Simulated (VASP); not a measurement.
# NaF (Villiaumite) (Fm-3m) in VASP: a series of runs, part 2 of 2

VASP 6.6.1.

## 3. Relaxation of volume and atoms at fixed shape, PBEsol

This run uses another cell than the first one, of 12.49 Å³/atom, 1.007 times its volume.

File INCAR:

```
  PREC = Accurate
  ENCUT = 600
  EDIFF = 1E-7
  ISMEAR = 0
  SIGMA = 0.01
  LREAL = False
  LASPH = True
  NELM = 120
  ALGO = Normal
  ISIF = 8
  LWAVE = False
  LCHARG = False
  GGA = PS
  IBRION = 2
  NSW = 60
  EDIFFG = -0.01
  GGA_COMPAT = False
  NELMIN = 4
```

File KPOINTS:

```
Automatic mesh
0
Gamma
  6 6 6
```

File POSCAR:

```
NaF
1.0
    0.0000000000      2.3200000000      2.3200000000
    2.3200000000      0.0000000000      2.3200000000
    2.3200000000      2.3200000000      0.0000000000
Na F
1 1
Direct
    0.0000000000      0.0000000000      0.0000000000
    0.5000000000      0.5000000000      0.5000000000
```

Potentials or basis: VASP PAW PBE potentials, release 64 (Na_pv, F).

On the command line:

```bash
$ cat potpaw_PBE.64/Na_pv/POTCAR potpaw_PBE.64/F/POTCAR > POTCAR
$ mpirun -np 1 vasp_std > vasp.out
```

OUTCAR:

```text
PREC = Accurate
   ENCUT = 600
   EDIFF = 1E-7
   ISMEAR = 0
   LREAL = False
   LASPH = True
   NELM = 120
   ISIF = 8
   GGA = PS
   IBRION = 2
   NSW = 60
   EDIFFG = -0.01
   NELMIN = 4

 ion  position               nearest neighbor table
   1  0.000  0.000  0.000-   2 2.32   2 2.32   2 2.32   2 2.32   2 2.32   2 2.32
   2  0.500  0.500  0.500-   1 2.32   1 2.32   1 2.32   1 2.32   1 2.32   1 2.32

  LATTYP: Found a face centered cubic cell.
 ALAT       =     4.6400000000

  Lattice vectors:

 A1 = (   0.0000000000,   2.3200000000,   2.3200000000)
 A2 = (   2.3200000000,   0.0000000000,   2.3200000000)
 A3 = (   2.3200000000,   2.3200000000,   0.0000000000)

Analysis of symmetry for initial positions (statically):
=====================================================================
 Subroutine PRICEL returns:
 Original cell was already a primitive cell.

 Routine SETGRP: Setting up the symmetry group for a
 face centered cubic supercell.

 Subroutine GETGRP returns: Found 48 space group operations
[... 9 lines left out ...]

 Routine SETGRP: Setting up the symmetry group for a
 face centered cubic supercell.

 Subroutine GETGRP returns: Found 48 space group operations
[... 11 lines left out ...]
                                     Primitive cell

  volume of cell :      24.9743

  direct lattice vectors                    reciprocal lattice vectors
     0.000000000  2.320000000  2.320000000    -0.215517241  0.215517241  0.215517241
     2.320000000  0.000000000  2.320000000     0.215517241 -0.215517241  0.215517241
     2.320000000  2.320000000  0.000000000     0.215517241  0.215517241 -0.215517241

  length of vectors
     3.280975465  3.280975465  3.280975465     0.373286812  0.373286812  0.373286812

  position of ions in fractional coordinates (direct lattice)
     0.000000000  0.000000000  0.000000000
     0.500000000  0.500000000  0.500000000

  ion indices of the primitive-cell ions
   primitive index   ion index
                 1           1
                 2           2

----------------------------------------------------------------------------------------

 KPOINTS: Automatic mesh

Automatic generation of k-mesh.
 Grid dimensions read from file:
 generate k-points for:    6    6    6

 Generating k-lattice:

  Cartesian coordinates                     Fractional coordinates (reciprocal lattice)
    -0.035919540  0.035919540  0.035919540     0.166666667  0.000000000  0.000000000
     0.035919540 -0.035919540  0.035919540     0.000000000  0.166666667  0.000000000
     0.035919540  0.035919540 -0.035919540     0.000000000  0.000000000  0.166666667

  Length of vectors
     0.062214469  0.062214469  0.062214469

  Shift w.r.t. Gamma in fractional coordinates (k-lattice)
     0.000000000  0.000000000  0.000000000

 Subroutine IBZKPT returns following result:
 ===========================================

 Found     16 irreducible k-points:

 Following reciprocal coordinates:
            Coordinates               Weight
  0.000000  0.000000  0.000000      1.000000
  0.166667  0.000000  0.000000      8.000000
  0.333333  0.000000  0.000000      8.000000
  0.500000  0.000000  0.000000      4.000000
  0.166667  0.166667  0.000000      6.000000
  0.333333  0.166667  0.000000     24.000000
[... 8 lines left out ...]
 -0.333333  0.333333  0.166667     24.000000
 -0.333333  0.500000  0.166667     12.000000
   k-points           NKPTS =     16   k-points in BZ     NKDIM =     16   number of bands    NBANDS=     11
   number of dos      NEDOS =    301   number of ions     NIONS =      2
   total plane-waves  NPLWV =  21952
   dimension x,y,z NGX =    28 NGY =   28 NGZ =   28
   dimension x,y,z NGXF=    56 NGYF=   56 NGZF=   56
   ions per type =               1   1
   NGX,Y,Z   is equivalent  to a cutoff of  14.19, 14.19, 14.19 a.u.
   NGXF,Y,Z  is equivalent  to a cutoff of  28.38, 28.38, 28.38 a.u.
 SYSTEM =  unknown system
   PREC   = accura    normal or accurate (medium, high low for compatibility)
   ISTART =      0    job   : 0-new  1-cont  2-samecut
   ICHARG =      2    charge: 1-file 2-atom 10-const
   ISPIN  =      1    spin polarized calculation?
   LNONCOLLINEAR =      F non collinear calculations
   LSORBIT =      F    spin-orbit coupling
   LASPH  =      T    aspherical Exc in radial PAW
   ENCUT  =  600.0 eV  44.10 Ry    6.64 a.u.   6.55  6.55  6.55*2*pi/ulx,y,z
   NELM   =    120;   NELMIN=  4; NELMDL= -5     # of ELM steps
   EDIFF  = 0.1E-06   stopping-criterion for ELM
   LREAL  =      F    real-space projection
   EDIFFG = -.1E-01   stopping-criterion for IOM
   NSW    =     60    number of steps for IOM
   IBRION =      2    ionic relax: 0-MD 1-quasi-New 2-CG
   NFREE  =      1    steps in history (QN), initial steepest desc. (CG)
   ISIF   =      8    stress and relaxation
   ISYM   =      2    0-nonsym 1-usesym 2-fastsym
   POTIM  = 0.5000    time-step for ionic-motion
   TEBEG  =    0.0;   TEEND  =   0.0 temperature during run
   PSTRESS=    0.0 pullay stress
   NELECT =      14.0000    total number of electrons
   NUPDOWN=      -1.0000    fix difference up-down
   EMIN   =  10.00;   EMAX   =-10.00  energy-range for DOS
   EFERMI =   0.00;   METHOD = LEGACY
   ISMEAR =     0;   SIGMA  =   0.01  broadening in eV -4-tet -1-fermi 0-gaus
   EFERMI_NEDOS =   21; number of points for ismear=-14 and -15
   IALGO  =     38    algorithm
   IMIX   =      4    mixing-type and parameters
     AMIX     =   0.40;   BMIX     =  1.00
     AMIX_MAG =   1.60;   BMIX_MAG =  1.00
  volume/ion in A,a.u.               =      12.49        84.27
  Fermi-wavevector in a.u.,A,eV,Ry     =   1.349852  2.550851 24.791186  1.822101
  Thomas-Fermi vector in A             =   2.477405
   LORBIT       =      0    0 simple, 1 ext, 2 COOP (PROOUT), +10 PAW based schemes
   GGA     = PS    functional components
   LHFCALC =     F    Hartree Fock is set to
   AEXX    =    0.0000 exact exchange contribution
   IVDW    =     0    specifies the selected vdW correction
   LEPSILON=     F    determine dielectric tensor
   LRPA    =     F    only Hartree local field effects (RPA)
 conjugate gradient relaxation of ions
 non-spin polarized calculation
 Gauss-broadening in eV      SIGMA  =   0.01
  energy-cutoff  :      600.00
  volume of cell :       24.97
 maximum number of plane-waves:       869
 NGX is ok and might be reduce to    28
   NGX = 13   NGY = 13   NGZ = 13

--------------------------------------- Ionic step        1  -------------------------------------------

 number of electron      14.0000006 magnetization

 Free energy of the ion-electron system (eV)
  ---------------------------------------------------
  ext. energy  EPLUGINS =         0.00000000
  ---------------------------------------------------
  free energy    TOTEN  =        -8.77055918 eV

  energy without entropy =       -8.77055918  energy(sigma->0) =       -8.77055918

------------------------ aborting loop because EDIFF is reached ----------------------------------------

  FORCE on cell =-STRESS in cart. coord.  units (eV):
  Direction    XX          YY          ZZ          XY          YZ          ZX
  --------------------------------------------------------------------------------------
  -------------------------------------------------------------------------------------
  Total       -0.0671734     -0.0671734     -0.0671734      0.0000000      0.0000000      0.0000000
  in kB       -4.3093724     -4.3093724     -4.3093724      0.0000000      0.0000000      0.0000000
  external PRESSURE =      -4.3093724 kB  Pullay stress =       0.0000000 kB
[... 57 lines left out ...]
  energy  without entropy=       -8.7708104751  energy(sigma->0) =       -8.77081048

--------------------------------------- Ionic step        3  -------------------------------------------

 number of electron      14.0000006 magnetization

 Free energy of the ion-electron system (eV)
  ---------------------------------------------------
  ext. energy  EPLUGINS =         0.00000000
  ---------------------------------------------------
  free energy    TOTEN  =        -8.77087236 eV

  energy without entropy =       -8.77087236  energy(sigma->0) =       -8.77087236

 E-fermi :  -2.0471     XC(G=0):  -9.3513

 val. band max:       -2.1637734669   @ k =   0.0000   0.0000   0.0000
 cond. band min:       4.0175498815   @ k =   0.0000   0.0000   0.0000
 fundamental gap:      6.1813233485
 Fermi energy:        -2.0470766004

 k-point     1 :       0.0000    0.0000    0.0000
  band No.  band energies     occupation
      1     -21.2272      2.00000
      2     -20.9208      2.00000
      3     -20.9208      2.00000
      4     -20.9208      2.00000
      5      -2.1638      2.00000
      6      -2.1638      2.00000
      7      -2.1638      2.00000
      8       4.0175      0.00000
      9      16.7067      0.00000
     10      16.7067      0.00000
     11      16.7067      0.00000
[... 237 lines left out ...]
  FREE ENERGIE OF THE ION-ELECTRON SYSTEM (eV)
  ---------------------------------------------------
  free  energy   TOTEN  =        -8.7708723581 eV

  energy  without entropy=       -8.7708723581  energy(sigma->0) =       -8.77087236

 reached required accuracy - stopping structural energy minimisation
```

OSZICAR:

```text
N       E                     dE             d eps       ncg     rms          rms(c)
DAV:   1     0.118444607741E+03    0.11844E+03   -0.91376E+03   358   0.172E+03
DAV:   2    -0.348919457111E+01   -0.12193E+03   -0.11348E+03   372   0.383E+02
DAV:   3    -0.948368067327E+01   -0.59945E+01   -0.59811E+01   400   0.880E+01
[... 22 lines left out ...]
DAV:   2    -0.877094943488E+01    0.79419E-03   -0.33344E-03   412   0.640E-01    0.629E-02
DAV:   3    -0.877089438769E+01    0.55047E-04   -0.11648E-04   399   0.278E-01    0.324E-02
DAV:   4    -0.877087318798E+01    0.21200E-04   -0.19130E-05   402   0.164E-01    0.525E-03
DAV:   5    -0.877087243867E+01    0.74930E-06   -0.29597E-06   407   0.298E-02    0.137E-03
DAV:   6    -0.877087235812E+01    0.80556E-07   -0.38797E-07   316   0.128E-02
   3 F= -.87708724E+01 E0= -.87708724E+01  d E =-.313180E-03
```

CONTCAR:

```text
NaF
   1.00000000000000
     0.0000000000000000    2.3142470248770586    2.3142470248770586
     2.3142470248770586    0.0000000000000000    2.3142470248770586
     2.3142470248770586    2.3142470248770586    0.0000000000000000
  Na              F
     1     1
Direct
     0.0000000000000000    0.0000000000000000    0.0000000000000000
     0.5000000000000000    0.5000000000000000    0.5000000000000000

  0.00000000E+00  0.00000000E+00  0.00000000E+00
  0.00000000E+00  0.00000000E+00  0.00000000E+00
```

It took 17 s on 1 thread of Intel Xeon 8259CL, shared host; peak memory 0.15 GiB.

Results:

```yaml
Free_energy: -8.7709 eV
Relaxed_volume: 12.39 Å³/atom
Relaxed_cell: a = 3.273 Å, b = 3.273 Å, c = 3.273 Å, α = 60.00°, β = 60.00°, γ = 60.00°
Space_group_after_relaxing_to_0.05_Å: Fm-3m (No. 225)
Energy_gained_by_relaxing: 0.2 meV/atom
Ionic_steps: 3
Pressure_after_relaxing: -0.1 GPa
Band_gap_on_the_k_mesh: 6.18 eV, direct
```

Step by step:
```
step  energy change (eV)  largest force (eV/Å)  pressure (GPa)  volume (Å³)
   1              0.0000                0.0000           -0.43        24.97
   2             -0.0003                0.0000           -0.20        24.85
   3             -0.0003                0.0000           -0.07        24.79
```

Final structure:
```cif
data_structure
_symmetry_space_group_name_H-M 'P 1'
_symmetry_Int_Tables_number 1
_cell_length_a 3.2728
_cell_length_b 3.2728
_cell_length_c 3.2728
_cell_angle_alpha 60.000
_cell_angle_beta 60.000
_cell_angle_gamma 60.000
_cell_volume 24.79
loop_
_atom_site_label
_atom_site_type_symbol
_atom_site_fract_x
_atom_site_fract_y
_atom_site_fract_z
_atom_site_occupancy
Na1 Na 0.00000 0.00000 0.00000 1
F1 F 0.50000 0.50000 0.50000 1
```

Caveat: the PAW data sets were made with another functional, which shifts forces and pressure a little. As with any semilocal functional, this PBEsol gap is likely too small.
